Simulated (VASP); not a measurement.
# Se (P3_121) in VASP: G0W0 quasiparticle levels with PBE

Aim: the G0W0 quasiparticle levels of Se with PBE.

Everything below comes from runs of VASP 6.6.1. Logs are shortened: lines on timing, memory, paths and dates and some standing lists are left out, and cuts for length are marked.

### 1 The cell of the first run

The structure is trigonal, space group P3_121 (No. 152). The conventional cell has a = 4.505 Å, b = 4.505 Å, c = 4.979 Å, α = 90.00°, β = 90.00°, γ = 120.00°. Se (site symmetry 2) has 2 Se at 2.38 Å within 3.1 Å.

### 2 G0W0 quasiparticle levels, PBE

The input, POSCAR:

```
Se
1.0
    4.5048207049      0.0000000000      0.0000000000
   -2.2524103524      3.9012891699      0.0000000000
    0.0000000000      0.0000000000      4.9787963167
Se
3
Direct
    0.2178929800      0.0000000000      0.3333333300
    0.0000000000      0.2178929800      0.6666666700
    0.7821070200      0.7821070200      0.0000000000
```

The input, INCAR.step1:

```
PREC = Accurate ; ENCUT = 500
EDIFF = 1E-8 ; ISMEAR = 0
SIGMA = 0.01 ; LREAL = F
LASPH = T ; NELM = 60
ALGO = Normal ; LWAVE = T
LCHARG = F ; GGA = PE
```

The input, INCAR.step2:

```
PREC = Accurate ; ENCUT = 500
EDIFF = 1E-8 ; ISMEAR = 0
SIGMA = 0.01 ; LREAL = F
LASPH = T ; NELM = 1
ALGO = Exact ; LWAVE = T
LCHARG = F ; GGA = PE
NBANDS = 270 ; LOPTICS = T
ISTART = 1
```

The input, INCAR.step3:

```
PREC = Accurate ; ENCUT = 500
EDIFF = 1E-8 ; ISMEAR = 0
SIGMA = 0.01 ; LREAL = F
LASPH = T ; ALGO = EVGW0
LWAVE = F ; LCHARG = F
GGA = PE ; NELMGW = 1
NBANDS = 270 ; ENCUTGW = 120.0
NOMEGA = 96 ; PRECFOCK = Fast
ISTART = 1 ; NBANDSGW = 17
OMEGAMAX = 20
```

The input, KPOINTS:

```
Automatic mesh
0
Gamma
  6 6 5
```

Potentials or basis: VASP PAW PBE potentials, release 64 (Se_GW).

Run with:

```console
$ cat potpaw_PBE.64/Se_GW/POTCAR > POTCAR
$ cp INCAR.step1 INCAR
$ mpirun -np 1 vasp_std > vasp.out
$ cp INCAR.step2 INCAR
$ mpirun -np 1 vasp_std > vasp.out
$ cp INCAR.step3 INCAR
$ mpirun -np 1 vasp_std > vasp.out
```

OUTCAR:

```text
PREC = Accurate
   ENCUT = 500
   EDIFF = 1E-8
   ISMEAR = 0
   LREAL = F
   LASPH = T
   GGA = PE
   NELMGW = 1
   ENCUTGW = 120.0
   PRECFOCK = Fast
   ISTART = 1

 ion  position               nearest neighbor table
   1  0.218  0.000  0.333-   3 2.38   2 2.38
   2  0.000  0.218  0.667-   3 2.38   1 2.38
   3  0.782  0.782  0.000-   2 2.38   1 2.38

  LATTYP: Found a hexagonal cell.
 ALAT       =     4.5048207049
 C/A-ratio  =     1.1052152001

  Lattice vectors:

 A1 = (   4.5048207049,   0.0000000000,   0.0000000000)
 A2 = (  -2.2524103524,   3.9012891699,   0.0000000000)
 A3 = (   0.0000000000,   0.0000000000,   4.9787963167)

Analysis of symmetry for initial positions (statically):
=====================================================================
 Subroutine PRICEL returns:
 Original cell was already a primitive cell.

 Routine SETGRP: Setting up the symmetry group for a
 hexagonal supercell.

 Subroutine GETGRP returns: Found  6 space group operations
 (whereof  2 operations were pure point group operations)
 out of a pool of 24 trial point group operations.

The static configuration has the point symmetry C_2 .
 The point group associated with its full space group is D_3 .

Analysis of symmetry for dynamics (positions and initial velocities):
=====================================================================
 Subroutine PRICEL returns:
 Original cell was already a primitive cell.

 Routine SETGRP: Setting up the symmetry group for a
 hexagonal supercell.

 Subroutine GETGRP returns: Found  6 space group operations
 (whereof  2 operations were pure point group operations)
 out of a pool of 24 trial point group operations.

The dynamic configuration has the point symmetry C_2 .
 The point group associated with its full space group is D_3 .

 Subroutine INISYM returns: Found  6 space group operations
 (whereof  2 operations are pure point group operations),
 and found     1 'primitive' translations

----------------------------------------------------------------------------------------

                                     Primitive cell

  volume of cell :      87.5004

  direct lattice vectors                    reciprocal lattice vectors
     4.504820705  0.000000000  0.000000000     0.221984417  0.128162763  0.000000000
[... 49 lines left out ...]
  0.166667  0.166667  0.000000      6.000000
  0.333333  0.166667  0.000000     12.000000
[... 16 lines left out ...]
  0.500000 -0.000000  0.400000      6.000000
  0.166667  0.166667  0.400000     12.000000
 [... further k-points ...]
   k-points           NKPTS =     27   k-points in BZ     NKDIM =    180   number of bands    NBANDS=    270
   number of dos      NEDOS =    301   number of ions     NIONS =      3
   total plane-waves  NPLWV =  46656
   dimension x,y,z NGX =    36 NGY =   36 NGZ =   36
   dimension x,y,z NGXF=    72 NGYF=   72 NGZF=   72
   ions per type =               3
   NGX,Y,Z   is equivalent  to a cutoff of  13.29, 13.29, 12.02 a.u.
   NGXF,Y,Z  is equivalent  to a cutoff of  26.57, 26.57, 24.04 a.u.
 SYSTEM =  unknown system
   PREC   = accura    normal or accurate (medium, high low for compatibility)
   ISTART =      1    job   : 0-new  1-cont  2-samecut
   ICHARG =      0    charge: 1-file 2-atom 10-const
   ISPIN  =      1    spin polarized calculation?
   LNONCOLLINEAR =      F non collinear calculations
   LSORBIT =      F    spin-orbit coupling
   LASPH  =      T    aspherical Exc in radial PAW
   ENCUT  =  500.0 eV  36.75 Ry    6.06 a.u.   8.21  8.21  9.08*2*pi/ulx,y,z
   NELM   =     60;   NELMIN=  2; NELMDL=  0     # of ELM steps
   EDIFF  = 0.1E-07   stopping-criterion for ELM
   LREAL  =      F    real-space projection
   EDIFFG = 0.1E-06   stopping-criterion for IOM
   NSW    =      0    number of steps for IOM
   IBRION =     -1    ionic relax: 0-MD 1-quasi-New 2-CG
   NFREE  =      0    steps in history (QN), initial steepest desc. (CG)
   ISIF   =      0    stress and relaxation
   ISYM   =      3    0-nonsym 1-usesym 2-fastsym
   POTIM  = 0.5000    time-step for ionic-motion
   TEBEG  =    0.0;   TEEND  =   0.0 temperature during run
   PSTRESS=    0.0 pullay stress
   NELECT =      18.0000    total number of electrons
   NUPDOWN=      -1.0000    fix difference up-down
   EMIN   =  10.00;   EMAX   =-10.00  energy-range for DOS
   EFERMI =   0.00;   METHOD = LEGACY
   ISMEAR =     0;   SIGMA  =   0.01  broadening in eV -4-tet -1-fermi 0-gaus
   EFERMI_NEDOS =   21; number of points for ismear=-14 and -15
   IALGO  =     38    algorithm
   IMIX   =      4    mixing-type and parameters
     AMIX     =   0.40;   BMIX     =  1.00
     AMIX_MAG =   1.60;   BMIX_MAG =  1.00
  volume/ion in A,a.u.               =      29.17       196.83
  Fermi-wavevector in a.u.,A,eV,Ry     =   0.966412  1.826254 12.707191  0.933952
  Thomas-Fermi vector in A             =   2.096211
   LORBIT       =      0    0 simple, 1 ext, 2 COOP (PROOUT), +10 PAW based schemes
   GGA     = PE    functional components
   LHFCALC =     T    Hartree Fock is set to
   PRECFOCK=fast      Normal, Fast or Accurate (Low or Medium for compatibility)
   ENCUT4O =  -1.0   cutoff for four orbital integrals eV
   NKREDX  =     1    reduce k-point grid by
   NKREDY  =     1    reduce k-point grid by
   NKREDZ  =     1    reduce k-point grid by
   AEXX    =    1.0000 exact exchange contribution
   HFSCREEN=    0.0000 screening length (either q_TF or 0.3 A-1)
   HFSCREENC=   0.0000 screening length for correlation (either q_TF or 0.3 A-1)
   ENCUTFOCK=  -1.0 apply spherical cutoff to Coloumb kernel
   IVDW    =     0    specifies the selected vdW correction
   LEPSILON=     F    determine dielectric tensor
   LRPA    =     F    only Hartree local field effects (RPA)
   LRPAFORCE           =     F    calculate RPA forces
   ENCUTGW             = 120.0    cutoff for response function in eV
   ENCUTGWSOFT         =  96.0    soft cutoff for Coulomb kernel in GW response function in eV
   ENCUTLF             =  -1.0    cutoff for local field effects
   NELMGW              =     1    number of iterations in solving QP/BSE equation
   NELMHF              =     1    number of iterations in the inner HF iteration
   NKREDLFX            =     1    NKREDLFY  =   1   NKREDLFZ  =   1
 non-spin polarized calculation
 Gauss-broadening in eV      SIGMA  =   0.01
  energy-cutoff  :      500.00
  volume of cell :       87.50
 maximum number of plane-waves:      2250
 NGX is ok and might be reduce to    36
  NGX = 18; NGY = 18; NGZ = 20
   NGX = 17   NGY = 17   NGZ = 19
 maximum number of plane-waves:       267
 NGX is ok and might be reduce to    18

 QP shifts <psi_nk| G(iteration)W_0 |psi_nk>: iteration 1
 for sc-GW calculations column KS-energies equals QP-energies in previous step
 and V_xc(KS)=  KS-energies - (<T + V_ion + V_H > + <T+V_H+V_ion>^1  + <V_x>^1)

 k-point   1 :       0.0000    0.0000    0.0000
  band No.  KS-energies  QP-energies   sigma(KS)   V_xc(KS)     V^pw_x(r,r')   Z            occupation Imag(sigma)

      1     -13.5545     -13.5846     -12.6242     -12.5722     -20.5448       0.5784       2.0000       1.2631
      2      -9.5717      -9.7434     -13.3577     -13.0813     -19.3188       0.6212       2.0000       0.8595
      3      -9.5717      -9.7434     -13.3577     -13.0813     -19.3188       0.6212       2.0000       0.8595
      4      -1.7862      -2.2745     -12.8466     -12.1490     -15.0247       0.7000       2.0000       0.1623
      5      -1.7862      -2.2745     -12.8466     -12.1490     -15.0247       0.7000       2.0000       0.1623
      6      -1.5133      -2.0696     -12.0245     -11.2175     -14.3945       0.6893       2.0000       0.1985
[... 480 lines left out ...]
      4      -3.1285      -3.6589     -12.5256     -11.7629     -15.3422       0.6955       2.0000       0.2979
      5      -2.2193      -2.7476     -12.0223     -11.2539     -14.8655       0.6874       2.0000       0.2875
      6      -1.6508      -2.1741     -12.2135     -11.4514     -14.8000       0.6868       2.0000       0.2204
[... 9 lines left out ...]
     16      10.3753      10.3962      -8.6786      -8.7066      -3.8717       0.7458       0.0000      -0.2719
     17      11.7728      11.7761      -8.7618      -8.7663      -3.6563       0.7390       0.0000      -0.3534

 [... further k-points ...]
```

Run time: 48 min. Hardware: 1 thread of Intel Xeon 6975P-C (Granite Rapids), shared host; peak memory 2.8 GiB.

What came out:

```yaml
Quasiparticle_gap: 2.19 eV
Least_direct_quasiparticle_gap: 2.33 eV
Band_gap_of_the_starting_levels_on_the_mesh: 1.49 eV
Least_direct_gap_of_the_starting_levels_on_the_mesh: 1.55 eV
```

Caveat: bands, screening cutoff and mesh are small and nothing is extrapolated, so the quasiparticle values aren't converged.
